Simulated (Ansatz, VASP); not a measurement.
# One calculation of Cu2O, two programs

File POSCAR:

```
Cu2O
1.0
    4.2293227159      0.0000000000      0.0000000000
    0.0000000000      4.2293227159      0.0000000000
    0.0000000000      0.0000000000      4.2293227159
Cu O
4 2
Direct
    0.2500000000      0.2500000000      0.7500000000
    0.7500000000      0.2500000000      0.2500000000
    0.2500000000      0.7500000000      0.2500000000
    0.7500000000      0.7500000000      0.7500000000
    0.5000000000      0.5000000000      0.5000000000
    0.0000000000      0.0000000000      0.0000000000
```

Contents of INCAR.step1:

```
SYSTEM = Cu2O
  PREC = Accurate
  ENCUT = 660
  ISMEAR = -1
  SIGMA = 0.03
  LREAL = .FALSE.
  LASPH = .TRUE.
  NELM = 120
  NBANDS = 37
  GGA = PE
  ALGO = Normal
  EDIFF = 1E-5
  LWAVE = .TRUE.
  LCHARG = .FALSE.
  GGA_COMPAT = .FALSE.
```

INCAR.step2

```
SYSTEM = Cu2O
  PREC = Accurate
  ENCUT = 660
  EDIFF = 1E-6
  ISMEAR = -1
  SIGMA = 0.03
  LREAL = .FALSE.
  LASPH = .TRUE.
  NELM = 120
  ALGO = Normal
  ISIF = 2
  LWAVE = .FALSE.
  LCHARG = .FALSE.
  METAGGA = R2SCAN
  LMIXTAU = .TRUE.
  LUSE_VDW = .TRUE.
  IVDW_NL = 2
  BPARAM = 11.95
  CPARAM = 0.0093
  NBANDS = 37
  ISTART = 1
  GGA_COMPAT = .FALSE.
```

KPOINTS

```
regular mesh
0
G
  8 8 8
  0 0 0
```

Input for Ansatz:

```yaml
crystal:
  lattice:
    - [4.2293227159, 0.0, 0.0]
    - [0.0, 4.2293227159, 0.0]
    - [0.0, 0.0, 4.2293227159]
  atoms:
    - { symbol: Cu, position: [0.25, 0.25, 0.75] }
    - { symbol: Cu, position: [0.75, 0.25, 0.25] }
    - { symbol: Cu, position: [0.25, 0.75, 0.25] }
    - { symbol: Cu, position: [0.75, 0.75, 0.75] }
    - { symbol: O, position: [0.5, 0.5, 0.5] }
    - { symbol: O, position: [0.0, 0.0, 0.0] }
kpoints:
  mp_grid: { grid: [8, 8, 8] }
  band_path:
    path: [[0.0, 0.0, 0.0], [0.0, 0.5, 0.0], [0.5, 0.5, 0.0], [0.5, 0.5, 0.5]]
    npoints: 1
hamiltonian:
  xc: r2scan
  dispersion: rvv10
scf:
  occupations: { method: fermi_dirac, width: 0.03 }
  n_extra_bands: 5
output:
  forces: true
  stress: true
  eigenvalues: true
```

Alike in both runs: task single point; functional r2SCAN; dispersion rVV10; k mesh 8 × 8 × 8; occupations fermi-dirac, width 0.03 eV; no spin polarisation.

|  | VASP | Ansatz |
| --- | --- | --- |
| version | VASP 6.6.1 | Ansatz 0.2.0 |
| potentials or method | VASP PAW PBE potentials, release 64 (Cu, O) | plane waves, PAW |
| plane-wave cutoff (eV) | 660 | 500 |
| valence electrons in the cell | 56 | 88 |

|  | VASP | Ansatz | Ansatz less VASP |
| --- | --- | --- | --- |
| pressure (GPa) | 1.0 | 0.0 | -1.02 |

VASP's potentials were made for PBE, not for r2SCAN. VASP's potentials hold 56 valence electrons a cell and Ansatz's 88, so a difference there can come from the potentials and not from the codes.
